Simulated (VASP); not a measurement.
# CuF (P6_3/mmc) in VASP: a series of runs, part 2 of 3

VASP 6.6.1. Earlier steps stand in the parts before.

## (3) Single point, PBE

File INCAR:

```
  PREC = Accurate
  ENCUT = 520
  EDIFF = 1E-7
  ISMEAR = -1
  SIGMA = 0.02
  LREAL = False
  LASPH = True
  NELM = 80
  ALGO = Normal
  ISIF = 2
  LWAVE = False
  LCHARG = False
  GGA = PE
  NBANDS = 26
```

File KPOINTS:

```
regular mesh
0
Gamma
  9 9 4
```

File POSCAR:

```
CuF
1.0
    2.7625361970      0.0000000000      0.0000000000
   -1.3812680985      2.3924265254      0.0000000000
    0.0000000000      0.0000000000      6.4019833364
Cu F
2 2
Direct
    0.0000000000      0.0000000000      0.0000000000
    0.0000000000      0.0000000000      0.5000000000
    0.3333333333      0.6666666667      0.2500000000
    0.6666666667      0.3333333333      0.7500000000
```

Potentials or basis: VASP PAW PBE potentials, release 64 (Cu, F).

The run is started by

```bash
cat potpaw_PBE.64/Cu/POTCAR potpaw_PBE.64/F/POTCAR > POTCAR
mpirun -np 1 vasp_std > vasp.out
```

OUTCAR:

```text
PREC = Accurate
   ENCUT = 520
   EDIFF = 1E-7
   ISMEAR = -1
   LREAL = False
   LASPH = True
   NELM = 80
   ISIF = 2
   GGA = PE

 ion  position               nearest neighbor table
   1  0.000  0.000  0.000-   3 2.26   4 2.26   3 2.26   4 2.26   4 2.26   3 2.26
   2  0.000  0.000  0.500-   3 2.26   4 2.26   3 2.26   4 2.26   4 2.26   3 2.26
   3  0.333  0.667  0.250-   1 2.26   2 2.26   1 2.26   2 2.26   1 2.26   2 2.26
   4  0.667  0.333  0.750-   1 2.26   2 2.26   1 2.26   2 2.26   1 2.26   2 2.26

  LATTYP: Found a hexagonal cell.
 ALAT       =     2.7625361970
 C/A-ratio  =     2.3174296660

  Lattice vectors:

 A1 = (   2.7625361970,   0.0000000000,   0.0000000000)
 A2 = (  -1.3812680985,   2.3924265254,   0.0000000000)
 A3 = (   0.0000000000,   0.0000000000,   6.4019833364)

Analysis of symmetry for initial positions (statically):
=====================================================================
 Subroutine PRICEL returns:
 Original cell was already a primitive cell.

 Routine SETGRP: Setting up the symmetry group for a
 hexagonal supercell.

 Subroutine GETGRP returns: Found 24 space group operations
 (whereof 12 operations were pure point group operations)
 out of a pool of 24 trial point group operations.

The static configuration has the point symmetry D_3d.
 The point group associated with its full space group is D_6h.

Analysis of symmetry for dynamics (positions and initial velocities):
=====================================================================
 Subroutine PRICEL returns:
 Original cell was already a primitive cell.

 Routine SETGRP: Setting up the symmetry group for a
 hexagonal supercell.

 Subroutine GETGRP returns: Found 24 space group operations
 (whereof 12 operations were pure point group operations)
 out of a pool of 24 trial point group operations.

The dynamic configuration has the point symmetry D_3d.
 The point group associated with its full space group is D_6h.

[... 114 lines left out ...]
   NUPDOWN=      -1.0000    fix difference up-down
   EMIN   =  10.00;   EMAX   =-10.00  energy-range for DOS
   EFERMI =   0.00;   METHOD = LEGACY
   ISMEAR =    -1;   SIGMA  =   0.02  broadening in eV -4-tet -1-fermi 0-gaus
   EFERMI_NEDOS =   21; number of points for ismear=-14 and -15
   IALGO  =     38    algorithm
   IMIX   =      4    mixing-type and parameters
     AMIX     =   0.40;   BMIX     =  1.00
     AMIX_MAG =   1.60;   BMIX_MAG =  1.00
  volume/ion in A,a.u.               =      10.58        71.38
  Fermi-wavevector in a.u.,A,eV,Ry     =   1.551274  2.931484 32.741770  2.406452
  Thomas-Fermi vector in A             =   2.655817
   LORBIT       =      0    0 simple, 1 ext, 2 COOP (PROOUT), +10 PAW based schemes
   GGA     = PE    functional components
[... 5 lines left out ...]
 non-spin polarized calculation
  energy-cutoff  :      520.00
  volume of cell :       42.31
 maximum number of plane-waves:      1152
 NGX is ok and might be reduce to    24
   NGX = 11   NGY = 11   NGZ = 23

 number of electron      35.9999993 magnetization

 Free energy of the ion-electron system (eV)
  ---------------------------------------------------
  ext. energy  EPLUGINS =         0.00000000
  ---------------------------------------------------
  free energy    TOTEN  =       -14.24670526 eV

  energy without entropy =      -14.24343632  energy(sigma->0) =      -14.24507079

 E-fermi :   4.8301     XC(G=0): -11.6411

 val. band max:        4.8255718910   @ k =   0.3333   0.3333   0.5000
 cond. band min:       4.9100308862   @ k =   0.1111   0.0000   0.2500
 fundamental gap:      0.0844589952
 Fermi energy:         4.8300705699

 k-point     1 :       0.0000    0.0000    0.0000
  band No.  band energies     occupation
      1     -19.4510      2.00000
      2     -19.2779      2.00000
      3      -3.5331      2.00000
      4      -1.0568      2.00000
      5       0.3714      2.00000
      6       0.3714      2.00000
[... 685 lines left out ...]
     25      16.7507      0.00000
     26      19.1024      0.00000

 [... further k-points ...]

------------------------ aborting loop because EDIFF is reached ----------------------------------------

  FORCE on cell =-STRESS in cart. coord.  units (eV):
  Direction    XX          YY          ZZ          XY          YZ          ZX
  --------------------------------------------------------------------------------------
  -------------------------------------------------------------------------------------
  Total        1.3850989      1.3850989      2.1547913      0.0000000     -0.0000000      0.0000000
  in kB       52.4481574     52.4481574     81.5933339      0.0000000     -0.0000000      0.0000000
  external PRESSURE =      62.1632162 kB  Pullay stress =       0.0000000 kB

 VOLUME and BASIS-vectors are now :
 -----------------------------------------------------------------------------
  energy-cutoff  :      520.00
  volume of cell :       42.31
      direct lattice vectors                 reciprocal lattice vectors
     2.762536197  0.000000000  0.000000000     0.361986207  0.208992834  0.000000000
    -1.381268099  2.392426525  0.000000000     0.000000000  0.417985668  0.000000000
     0.000000000  0.000000000  6.401983336     0.000000000  0.000000000  0.156201594

 POSITION                                       TOTAL-FORCE (eV/Angst)
 -----------------------------------------------------------------------------------
      0.00000      0.00000      0.00000         0.000000      0.000000      0.000000
      0.00000      0.00000      3.20099         0.000000      0.000000      0.000000
     -0.00000      1.59495      1.60050        -0.000000      0.000000     -0.000000
      1.38127      0.79748      4.80149         0.000000     -0.000000     -0.000000
 -----------------------------------------------------------------------------------
    total drift:                               -0.000000      0.000000      0.000000

  FREE ENERGIE OF THE ION-ELECTRON SYSTEM (eV)
  ---------------------------------------------------
  free  energy   TOTEN  =       -14.2467052578 eV

  energy  without entropy=      -14.2434363178  energy(sigma->0) =      -14.24507079
```

OSZICAR:

```text
N       E                     dE             d eps       ncg     rms          rms(c)
DAV:   1     0.351921594678E+03    0.35192E+03   -0.17850E+04  1978   0.220E+03
DAV:   2     0.263463047974E+02   -0.32558E+03   -0.30470E+03  1900   0.424E+02
DAV:   3    -0.148442959056E+02   -0.41191E+02   -0.39705E+02  2186   0.169E+02
DAV:   4    -0.161171990052E+02   -0.12729E+01   -0.12648E+01  2484   0.320E+01
DAV:   5    -0.161314744364E+02   -0.14275E-01   -0.14272E-01  2328   0.301E+00    0.922E+00
DAV:   6    -0.151110247865E+02    0.10204E+01   -0.11382E+01  2586   0.660E+01    0.718E+00
DAV:   7    -0.142583253424E+02    0.85270E+00   -0.30008E+00  2520   0.464E+01    0.188E+00
DAV:   8    -0.142564813884E+02    0.18440E-02   -0.27328E-01  2330   0.414E+00    0.766E-01
DAV:   9    -0.142470437052E+02    0.94377E-02   -0.20278E-02  2474   0.215E+00    0.189E-01
DAV:  10    -0.142467820137E+02    0.26169E-03   -0.49671E-03  2758   0.108E+00    0.114E-01
DAV:  11    -0.142467065979E+02    0.75416E-04   -0.72384E-04  2642   0.599E-01    0.341E-02
DAV:  12    -0.142467062640E+02    0.33381E-06   -0.77743E-05  2784   0.129E-01    0.109E-02
DAV:  13    -0.142467053218E+02    0.94226E-06   -0.14013E-05  2384   0.308E-02    0.260E-03
DAV:  14    -0.142467052578E+02    0.64021E-07   -0.66838E-07  2388   0.109E-02
   1 F= -.14246705E+02 E0= -.14245071E+02  d E =-.326894E-02
```

Wall time 99 s (1 thread of AMD EPYC 7R13, shared host); peak memory 0.15 GiB.

What came out:

```yaml
Free_energy: -14.2467 eV
Pressure: 6.2 GPa
Band_gap_on_the_k_mesh: zero (band 18 reaches 4.83 eV, above the bottom of band 19 at 4.41 eV)
```

Caveat: semilocal functionals often make such compounds metallic where correlation or magnetic order opens a gap, which also shifts bond lengths. With open d or f shells a metallic result of PBE can be an artefact of self-interaction; +U or a hybrid may open a gap.

(Continued in part 3 of 3.)
